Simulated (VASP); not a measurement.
Crystal: Sr4TmSi.

```xyz
6
Lattice="4.6361 0.0000 0.0000 0.0000 4.6361 0.0000 0.0000 0.0000 6.5630" Properties=species:S:1:pos:R:3 pbc="T T T"
Sr    2.3181    0.0000    4.8991
Sr    0.0000    2.3181    1.6639
Sr    2.3181    0.0000    1.6639
Sr    0.0000    2.3181    4.8991
Tm    2.3181    2.3181    3.2815
Si    0.0000    0.0000    0.0000
```

The cell was generated, and may not be a known phase.

| Item | Value |
| --- | --- |
| Program | VASP 6.6.1 |
| Task | relaxation of cell and atoms |
| Functional | PBE |
| Potentials or basis | VASP PAW PBE potentials, release 64 (Sr_sv, Tm_3, Si), 4f in core |
| Cutoff | 500 eV |
| k mesh | 4 × 4 × 3 |
| Occupations | gaussian, width 0.2 eV |
| Spin | no spin polarisation |

At the start: pressure 30.3 GPa; volume 23.51 Å³/atom.

Problem. How do energy, volume and symmetry change on relaxing?

Solution. Over 8 steps the energy falls by 1367.4 meV/atom and the volume is 44.71 Å³/atom (+90.2 %); space group P4/mmm (No. 123, to 0.1 Å) before and after.

Step by step:
```
step  energy change (eV)  largest force (eV/Å)  pressure (GPa)  volume (Å³)
   1              0.0000                1.1407           30.26       141.06
   2             -7.3557                0.8561            1.08       252.52
   3             -7.4168                0.8054            0.38       263.12
   4             -7.4102                0.6961           -0.77       285.19
   5             -7.4344                0.7590           -0.15       272.43
   6             -7.5848                0.6585           -0.23       272.43
   7             -7.9289                0.4123           -0.34       271.86
   8             -8.2042                0.0527            0.16       268.24
```

Final structure:
```
CELL_PARAMETERS angstrom
5.34270 0.00000 0.00000
0.00000 5.34270 0.00000
0.00000 0.00000 9.39710
ATOMIC_POSITIONS crystal
Sr 0.50000 0.00000 0.80105
Sr 0.00000 0.50000 0.19895
Sr 0.50000 0.00000 0.19895
Sr 0.00000 0.50000 0.80105
Tm 0.50000 0.50000 0.50000
Si 0.00000 0.00000 0.00000
```

Caveat: the volume moved by over 15 % at a fixed basis, so the end points are rough; the relaxation stopped at a loose force limit of 0.08 eV/Å, so its end isn't a converged minimum.
